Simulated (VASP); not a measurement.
The system is Al.

```
Al
1.0
     0.04789    1.96914    2.02685
     2.04326   -0.00835    2.08310
     2.04058    2.02271   -0.00568
Al
1
Direct
  0.00598 0.98688 0.02117
```

Base run:

```yaml
Program: VASP 6.6.1
Functional: PBEsol
Potentials_or_basis: VASP PAW PBE potentials, release 64 (Al)
Cutoff: 520 eV
k_mesh: 8 × 8 × 8
Occupations: methfessel-paxton, width 0.025 eV
Spin: no spin polarisation
```

Its results: pressure -1.8 GPa.

Problem. After a change of settings the same cell gave: pressure -3.5 GPa. Which change was it?
A. occupations from methfessel-paxton, width 0.025 eV to methfessel-paxton, width 0.05 eV; further incar settings from ALGO = Normal; EDIFF = 1e-06; NBANDS = 8 to ALGO = Normal; EDIFF = 1e-07; NBANDS = 8
B. occupations from methfessel-paxton, width 0.025 eV to methfessel-paxton, width 0.005 eV
C. functional from PBEsol to r2SCAN; occupations from methfessel-paxton, width 0.025 eV to methfessel-paxton, width 0.05 eV

Solution. C.

Caveats: the PAW data sets were made with another functional, which shifts forces and pressure a little.
